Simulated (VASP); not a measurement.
# Ta (P6_3/mmc) in VASP: notebook

Ta is run at these levels: r2SCAN; tasks: single point.

Everything below comes from runs of VASP 6.6.1. Logs are shortened: lines on timing, memory, paths and dates and some standing lists are left out, and cuts for length are marked.

### 1 The cell of the first run

The structure is hexagonal, space group P6_3/mmc (No. 194). Conventional cell: a = 3.748 Å, b = 3.748 Å, c = 6.184 Å, α = 90.00°, β = 90.00°, γ = 120.00°. Within 3.0 Å of Ta (site symmetry 3m) lie 4 Ta at 2.30 to 2.32 Å.

### 2 Single point, r2SCAN

POSCAR

```
Ta
1.0
    3.7480347416      0.0000000000      0.0000000000
   -1.8740173708      3.2458933005      0.0000000000
    0.0000000000      0.0000000000      6.1842573236
Ta
4
Direct
    0.3333333333      0.6666666667      0.4375000000
    0.6666666667      0.3333333333      0.9375000000
    0.6666666667      0.3333333333      0.5625000000
    0.3333333333      0.6666666667      0.0625000000
```

INCAR.step1

```
PREC = Accurate
ENCUT = 520
ISMEAR = 0
SIGMA = 0.1
LREAL = False
LASPH = True
NELM = 100
NBANDS = 30
GGA = PE
ALGO = Normal
EDIFF = 1E-4
LWAVE = True
LCHARG = False
```

INCAR.step2

```
PREC = Accurate
ENCUT = 520
EDIFF = 1E-6
ISMEAR = 0
SIGMA = 0.1
LREAL = False
LASPH = True
NELM = 100
ALGO = Normal
ISIF = 2
LWAVE = False
LCHARG = False
METAGGA = R2SCAN
LMIXTAU = True
NBANDS = 30
ISTART = 1
```

KPOINTS

```
Automatic mesh
0
Gamma
  6 6 4
```

Potentials or basis: VASP PAW PBE potentials, release 64 (Ta_pv).

Command:

```
cat potpaw_PBE.64/Ta_pv/POTCAR > POTCAR
cp INCAR.step1 INCAR
mpirun -np 1 vasp_std > vasp.out
cp INCAR.step2 INCAR
mpirun -np 1 vasp_std > vasp.out
```

OUTCAR:

```text
PREC = Accurate
   ENCUT = 520
   EDIFF = 1E-6
   ISMEAR = 0
   LREAL = False
   LASPH = True
   NELM = 100
   ISIF = 2
   METAGGA = R2SCAN
   ISTART = 1

 ion  position               nearest neighbor table
   1  0.333  0.667  0.438-   3 2.30   3 2.30   3 2.30   4 2.32
   2  0.667  0.333  0.938-   4 2.30   4 2.30   4 2.30   3 2.32
   3  0.667  0.333  0.562-   1 2.30   1 2.30   1 2.30   2 2.32
   4  0.333  0.667  0.062-   2 2.30   2 2.30   2 2.30   1 2.32

  LATTYP: Found a hexagonal cell.
 ALAT       =     3.7480347416
 C/A-ratio  =     1.6500000000

  Lattice vectors:

 A1 = (   3.7480347416,   0.0000000000,   0.0000000000)
 A2 = (  -1.8740173708,   3.2458933005,   0.0000000000)
 A3 = (   0.0000000000,   0.0000000000,   6.1842573236)

Analysis of symmetry for initial positions (statically):
=====================================================================
 Subroutine PRICEL returns:
 Original cell was already a primitive cell.

 Routine SETGRP: Setting up the symmetry group for a
 hexagonal supercell.

 Subroutine GETGRP returns: Found 24 space group operations
 (whereof 12 operations were pure point group operations)
 out of a pool of 24 trial point group operations.

The static configuration has the point symmetry D_3d.
 The point group associated with its full space group is D_6h.

Analysis of symmetry for dynamics (positions and initial velocities):
=====================================================================
 Subroutine PRICEL returns:
 Original cell was already a primitive cell.

 Routine SETGRP: Setting up the symmetry group for a
 hexagonal supercell.

 Subroutine GETGRP returns: Found 24 space group operations
 (whereof 12 operations were pure point group operations)
 out of a pool of 24 trial point group operations.

The dynamic configuration has the point symmetry D_3d.
 The point group associated with its full space group is D_6h.

 Subroutine INISYM returns: Found 24 space group operations
 (whereof 12 operations are pure point group operations),
 and found     1 'primitive' translations

----------------------------------------------------------------------------------------

                                     Primitive cell

  volume of cell :      75.2359

  direct lattice vectors                    reciprocal lattice vectors
     3.748034742  0.000000000  0.000000000     0.266806492  0.154040800  0.000000000
    -1.874017371  3.245893301  0.000000000     0.000000000  0.308081600  0.000000000
     0.000000000  0.000000000  6.184257324     0.000000000  0.000000000  0.161700904

  length of vectors
     3.748034742  3.748034742  6.184257324     0.308081600  0.308081600  0.161700904

  position of ions in fractional coordinates (direct lattice)
     0.333333333  0.666666667  0.437500000
     0.666666667  0.333333333  0.937500000
     0.666666667  0.333333333  0.562500000
     0.333333333  0.666666667  0.062500000

  ion indices of the primitive-cell ions
   primitive index   ion index
                 1           1
                 2           2
                 3           3
                 4           4

----------------------------------------------------------------------------------------

 KPOINTS: Automatic mesh

Automatic generation of k-mesh.
 Grid dimensions read from file:
 generate k-points for:    6    6    4

 Generating k-lattice:

  Cartesian coordinates                     Fractional coordinates (reciprocal lattice)
     0.044467749  0.025673467  0.000000000     0.166666667  0.000000000  0.000000000
     0.000000000  0.051346933  0.000000000     0.000000000  0.166666667  0.000000000
     0.000000000  0.000000000  0.040425226     0.000000000  0.000000000  0.250000000

  Length of vectors
     0.051346933  0.051346933  0.040425226

  Shift w.r.t. Gamma in fractional coordinates (k-lattice)
     0.000000000  0.000000000  0.000000000

 Subroutine IBZKPT returns following result:
 ===========================================

 Found     21 irreducible k-points:

 Following reciprocal coordinates:
            Coordinates               Weight
  0.000000  0.000000  0.000000      1.000000
  0.166667 -0.000000  0.000000      6.000000
  0.333333 -0.000000  0.000000      6.000000
  0.500000  0.000000  0.000000      3.000000
  0.166667  0.166667  0.000000      6.000000
  0.333333  0.166667  0.000000     12.000000
[... 13 lines left out ...]
  0.333333  0.166667  0.500000     12.000000
  0.333333  0.333333  0.500000      2.000000
   k-points           NKPTS =     21   k-points in BZ     NKDIM =     21   number of bands    NBANDS=     30
   number of dos      NEDOS =    301   number of ions     NIONS =      4
   total plane-waves  NPLWV =  37632
   dimension x,y,z NGX =    28 NGY =   28 NGZ =   48
   dimension x,y,z NGXF=    56 NGYF=   56 NGZF=   96
   ions per type =               4
   NGX,Y,Z   is equivalent  to a cutoff of  12.42, 12.42, 12.90 a.u.
   NGXF,Y,Z  is equivalent  to a cutoff of  24.84, 24.84, 25.81 a.u.
 SYSTEM =  unknown system
   PREC   = accura    normal or accurate (medium, high low for compatibility)
   ISTART =      1    job   : 0-new  1-cont  2-samecut
   ICHARG =      0    charge: 1-file 2-atom 10-const
   ISPIN  =      1    spin polarized calculation?
   LNONCOLLINEAR =      F non collinear calculations
   LSORBIT =      F    spin-orbit coupling
   LASPH  =      T    aspherical Exc in radial PAW
   ENCUT  =  520.0 eV  38.22 Ry    6.18 a.u.   6.97  6.97 11.50*2*pi/ulx,y,z
   NELM   =    100;   NELMIN=  2; NELMDL=  0     # of ELM steps
   EDIFF  = 0.1E-05   stopping-criterion for ELM
   LREAL  =      F    real-space projection
   EDIFFG = 0.1E-04   stopping-criterion for IOM
   NSW    =      0    number of steps for IOM
   IBRION =     -1    ionic relax: 0-MD 1-quasi-New 2-CG
   NFREE  =      0    steps in history (QN), initial steepest desc. (CG)
   ISIF   =      2    stress and relaxation
   ISYM   =      2    0-nonsym 1-usesym 2-fastsym
   POTIM  = 0.5000    time-step for ionic-motion
   TEBEG  =    0.0;   TEEND  =   0.0 temperature during run
   PSTRESS=    0.0 pullay stress
   NELECT =      44.0000    total number of electrons
   NUPDOWN=      -1.0000    fix difference up-down
   EMIN   =  10.00;   EMAX   =-10.00  energy-range for DOS
   EFERMI =   0.00;   METHOD = LEGACY
   ISMEAR =     0;   SIGMA  =   0.10  broadening in eV -4-tet -1-fermi 0-gaus
   EFERMI_NEDOS =   21; number of points for ismear=-14 and -15
   IALGO  =     38    algorithm
   IMIX   =      4    mixing-type and parameters
     AMIX     =   0.40;   BMIX     =  1.00
     AMIX_MAG =   1.60;   BMIX_MAG =  1.00
  volume/ion in A,a.u.               =      18.81       126.93
  Fermi-wavevector in a.u.,A,eV,Ry     =   1.369044  2.587117 25.501130  1.874280
  Thomas-Fermi vector in A             =   2.494954
   LORBIT       =      0    0 simple, 1 ext, 2 COOP (PROOUT), +10 PAW based schemes
   METAGGA = R2SCAN    functional components
   LHFCALC =     F    Hartree Fock is set to
   AEXX    =    0.0000 exact exchange contribution
   IVDW    =     0    specifies the selected vdW correction
   LEPSILON=     F    determine dielectric tensor
   LRPA    =     F    only Hartree local field effects (RPA)
 non-spin polarized calculation
 Gauss-broadening in eV      SIGMA  =   0.10
  energy-cutoff  :      520.00
  volume of cell :       75.24
 maximum number of plane-waves:      2041
 NGX is ok and might be reduce to    28
   NGX = 13   NGY = 13   NGZ = 23

 number of electron      44.0000000 magnetization

 Free energy of the ion-electron system (eV)
  ---------------------------------------------------
  ext. energy  EPLUGINS =         0.00000000
  ---------------------------------------------------
  free energy    TOTEN  =      -177.35234163 eV

  energy without entropy =     -177.32420739  energy(sigma->0) =     -177.33827451

 E-fermi :   4.7206     XC(G=0): -12.9079

 val. band max:        4.6646401613   @ k =   0.3333  -0.0000   0.2500
 cond. band min:       4.7219434164   @ k =   0.3333   0.1667   0.2500
 fundamental gap:      0.0573032551
 Fermi energy:         4.7205738153

 k-point     1 :       0.0000    0.0000    0.0000
  band No.  band energies     occupation
      1     -31.4984      2.00000
      2     -31.4984      2.00000
      3     -31.2286      2.00000
      4     -31.2286      2.00000
      5     -31.1684      2.00000
      6     -31.1116      2.00000
[... 22 lines left out ...]
     29       9.1718      0.00000
     30       9.1718      0.00000

 k-point     2 :       0.1667   -0.0000    0.0000
  band No.  band energies     occupation
      1     -31.7075      2.00000
      2     -31.5782      2.00000
      3     -31.3083      2.00000
      4     -31.1922      2.00000
      5     -31.1920      2.00000
      6     -30.8374      2.00000
[... 22 lines left out ...]
     29       9.0172      0.00000
     30       9.1330      0.00000

 k-point     3 :       0.3333   -0.0000    0.0000
  band No.  band energies     occupation
      1     -31.8536      2.00000
      2     -31.7232      2.00000
      3     -31.4529      2.00000
      4     -31.3694      2.00000
      5     -31.0898      2.00000
      6     -30.4127      2.00000
[... 22 lines left out ...]
     29       9.3055      0.00000
     30       9.5307      0.00000

 k-point     4 :       0.5000    0.0000    0.0000
  band No.  band energies     occupation
      1     -31.8771      2.00000
      2     -31.7898      2.00000
      3     -31.5194      2.00000
      4     -31.4729      2.00000
      5     -31.0137      2.00000
      6     -30.2202      2.00000
[... 517 lines left out ...]
     29       8.5649      0.00000
     30       8.5649      0.00000

 k-point    20 :       0.3333    0.1667    0.5000
  band No.  band energies     occupation
      1     -31.7501      2.00000
      2     -31.7501      2.00000
      3     -31.5822      2.00000
      4     -31.5822      2.00000
      5     -30.7473      2.00000
      6     -30.7473      2.00000
[... 22 lines left out ...]
     29      10.1230      0.00000
     30      10.1230      0.00000

 k-point    21 :       0.3333    0.3333    0.5000
  band No.  band energies     occupation
      1     -31.8355      2.00000
      2     -31.8355      2.00000
      3     -31.5594      2.00000
      4     -31.5594      2.00000
      5     -30.6871      2.00000
      6     -30.6871      2.00000
[... 22 lines left out ...]
     29       9.3539      0.00000
     30       9.3539      0.00000

------------------------ aborting loop because EDIFF is reached ----------------------------------------

  FORCE on cell =-STRESS in cart. coord.  units (eV):
  Direction    XX          YY          ZZ          XY          YZ          ZX
  --------------------------------------------------------------------------------------
  -------------------------------------------------------------------------------------
  Total       29.1956401     29.1956401     25.8822073      0.0000000      0.0000000     -0.0000000
  in kB      621.7319475    621.7319475    551.1711714      0.0000000      0.0000000     -0.0000000
  external PRESSURE =     598.2116888 kB  Pullay stress =       0.0000000 kB

 VOLUME and BASIS-vectors are now :
 -----------------------------------------------------------------------------
  energy-cutoff  :      520.00
  volume of cell :       75.24
      direct lattice vectors                 reciprocal lattice vectors
     3.748034742  0.000000000  0.000000000     0.266806492  0.154040800  0.000000000
    -1.874017371  3.245893301  0.000000000     0.000000000  0.308081600  0.000000000
     0.000000000  0.000000000  6.184257324     0.000000000  0.000000000  0.161700904

 POSITION                                       TOTAL-FORCE (eV/Angst)
 -----------------------------------------------------------------------------------
     -0.00000      2.16393      2.70561        -0.000000     -0.000000     -0.296890
      1.87402      1.08196      5.79774         0.000000      0.000000     -0.296890
      1.87402      1.08196      3.47864         0.000000      0.000000      0.296890
     -0.00000      2.16393      0.38652        -0.000000     -0.000000      0.296890
 -----------------------------------------------------------------------------------
    total drift:                               -0.000000      0.000000     -0.000000

  FREE ENERGIE OF THE ION-ELECTRON SYSTEM (eV)
  ---------------------------------------------------
  free  energy   TOTEN  =      -177.3523416343 eV

  energy  without entropy=     -177.3242073904  energy(sigma->0) =     -177.33827451
```

Wall time 1.9 min (1 thread of AMD EPYC 7R13 (Zen 3), shared host); peak memory 0.17 GiB.

Results:

```
Free energy            : -177.3523 eV
Pressure               : 59.8 GPa
Largest force          : 0.297 eV/Å
Band gap on the k mesh : zero (band 22 reaches 5.66 eV, above the bottom of band 23 at 4.28 eV)
```

Forces on the atoms (eV/Å):
```
Ta   0.000  0.000 -0.297
Ta   0.000  0.000 -0.297
Ta   0.000  0.000  0.297
Ta   0.000  0.000  0.297
```

Stress tensor (GPa, compression positive):
```
62.17  0.00  0.00
 0.00 62.17  0.00
 0.00  0.00 55.12
```

Caveat: the PAW data sets were made with another functional, which shifts forces and pressure a little; spin-orbit coupling is left out, which moves the levels of the heavy elements.

### 3 Single point, r2SCAN

This run uses another cell than the first one, of 22.09 Å³/atom, 1.174 times its volume.

POSCAR

```
Ta
1.0
    4.5952836197      0.0000000000      0.0000000000
   -2.2976418098      3.9796323522      0.0000000000
    0.0000000000      0.0000000000      4.8309859127
Ta
4
Direct
    0.0000000000      0.0000000000      0.2500000000
    0.0000000000      0.0000000000      0.7500000000
    0.3333333333      0.6666666667      0.7500000000
    0.6666666667      0.3333333333      0.2500000000
```

INCAR.step1

```
ALGO = Normal ; EDIFF = 1E-4
ENCUT = 520 ; GGA = PE
ISMEAR = 0 ; LASPH = T
LCHARG = F ; LREAL = F
LWAVE = T ; NBANDS = 30
NELM = 60 ; PREC = Accurate
SIGMA = 0.1
```

INCAR.step2

```
ALGO = Normal ; EDIFF = 1E-6
ENCUT = 520 ; ISIF = 2
ISMEAR = 0 ; ISTART = 1
LASPH = T ; LCHARG = F
LMIXTAU = T ; LREAL = F
LWAVE = F ; METAGGA = R2SCAN
NBANDS = 30 ; NELM = 60
PREC = Accurate ; SIGMA = 0.1
```

KPOINTS

```
k-points
0
Gamma
  12 12 10
```

Potentials or basis: VASP PAW PBE potentials, release 64 (Ta_pv).

Command:

```
cat potpaw_PBE.64/Ta_pv/POTCAR > POTCAR
cp INCAR.step1 INCAR
mpirun -np 1 vasp_std > vasp.out
cp INCAR.step2 INCAR
mpirun -np 1 vasp_std > vasp.out
```

Wall time 39 min (1 thread of AMD EPYC 7R13, shared host); peak memory 0.34 GiB.

Results (log left out):

```
Free energy            : -187.3551 eV
Pressure               : 0.6 GPa
Band gap on the k mesh : zero (band 22 reaches 4.35 eV, above the bottom of band 23 at 3.54 eV)
```

Stress tensor (GPa, compression positive):
```
0.45 0.00 0.00
0.00 0.45 0.00
0.00 0.00 0.92
```

Levels at points of the mesh, in eV from the Fermi level:
| k point | band 20 | band 21 | band 22 | band 23 | band 24 | band 25 |
| --- | --- | --- | --- | --- | --- | --- |
| (0.00, 0.00, 0.00) | -0.20 | -0.20 | -0.10 | -0.10 | 1.25 | 1.25 |
| (0.50, 0.00, 0.00) | -0.91 | -0.83 | -0.37 | -0.03 | 0.13 | 2.22 |
| (0.00, 0.00, 0.50) | 0.30 | 0.39 | 0.39 | 0.39 | 0.39 | 2.10 |
| (0.50, 0.00, 0.50) | -1.62 | -0.80 | -0.80 | 0.47 | 0.47 | 2.06 |

Caveat: the PAW data sets were made with another functional, which shifts forces and pressure a little; spin-orbit coupling is left out, which moves the levels of the heavy elements.
